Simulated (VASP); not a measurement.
## AlGa3N4: single point with PBEsol

AlGa3N4:

```
CELL_PARAMETERS angstrom
5.29662 0.00000 0.00012
0.00000 3.25993 0.00000
-0.00369 0.00000 5.39632
ATOMIC_POSITIONS crystal
Al 0.00060 0.50000 0.66736
Ga 0.49912 0.50000 0.33492
Ga 0.49903 0.00000 0.83156
Ga 0.99986 0.00000 0.16618
N 0.11967 0.50000 0.34010
N 0.11765 0.00000 0.82638
N 0.62044 0.00000 0.16622
N 0.63123 0.50000 0.66730
```

This cell differs from its parent crystal: strain +0.030 along x and y, -0.015 along z.

```json
{"Program": "VASP 6.6.1", "Task": "single point", "Functional": "PBEsol", "Potentials or basis": "VASP PAW PBE potentials, release 64 (Al, Ga_d, N)", "Cutoff": "520 eV", "k mesh": "6 × 8 × 6", "Occupations": "gaussian, width 0.05 eV", "Spin": "no spin polarisation", "Dipole correction": "no", "Further INCAR settings": "ALGO = Normal; EDIFF = 1e-06; NBANDS = 41"}
```

| Item | Value |
| --- | --- |
| Pressure | -7.5 GPa |
| Largest force | 0.455 eV/Å |
| Band gap on the k mesh | 1.93 eV, direct |

Forces in eV/Å, atoms in the order of the input:
```
Al  -0.203  0.000  0.324
Ga  -0.168  0.000 -0.331
Ga  -0.134  0.000 -0.330
Ga  -0.172  0.000  0.337
N    0.203  0.000 -0.407
N    0.130  0.000 -0.374
N    0.161  0.000  0.417
N    0.183  0.000  0.364
```

Stress tensor (GPa, compression positive):
```
-12.45   0.00   0.02
  0.00 -11.47   0.00
  0.02   0.00   1.54
```

Levels at points of the mesh, in eV from the valence-band top:
| k point | band 27 | band 28 | band 29 | band 30 | band 31 | band 32 | band 33 | band 34 | band 35 | band 36 |
| --- | --- | --- | --- | --- | --- | --- | --- | --- | --- | --- |
| (0.00, 0.00, 0.00) | -1.00 | -0.89 | -0.22 | -0.15 | 0.00 | 1.93 | 4.32 | 4.67 | 5.20 | 6.03 |
| (0.50, 0.00, 0.00) | -1.70 | -0.76 | -0.63 | -0.46 | -0.28 | 3.96 | 4.05 | 4.20 | 4.69 | 7.14 |
| (0.00, 0.50, 0.00) | -3.44 | -2.14 | -2.11 | -1.79 | -1.74 | 5.36 | 5.38 | 6.35 | 6.63 | 7.74 |
| (0.50, 0.50, 0.00) | -3.16 | -1.78 | -1.59 | -1.57 | -1.55 | 5.30 | 5.53 | 5.60 | 5.95 | 7.52 |
| (0.00, 0.00, 0.50) | -1.94 | -0.82 | -0.81 | -0.61 | -0.58 | 4.08 | 4.22 | 5.58 | 5.96 | 7.25 |
| (0.50, 0.00, 0.50) | -1.91 | -1.70 | -1.34 | -1.31 | -1.28 | 4.87 | 4.92 | 5.00 | 5.42 | 7.18 |
| (0.00, 0.50, 0.50) | -2.35 | -2.13 | -2.09 | -0.93 | -0.82 | 5.02 | 5.14 | 5.45 | 5.48 | 5.61 |
| (0.50, 0.50, 0.50) | -1.80 | -1.75 | -1.62 | -1.61 | -1.58 | 4.11 | 4.16 | 4.25 | 4.67 | 6.91 |

It took 6.1 min on 1 thread of Oxide Virtual Turin-like Processor, with other jobs on the host, peak memory 0.37 GiB.

Caveat: the cell differs from its parent crystal (strain +0.030 along x and y, -0.015 along z); the PAW data sets were made with another functional, which shifts forces and pressure a little.
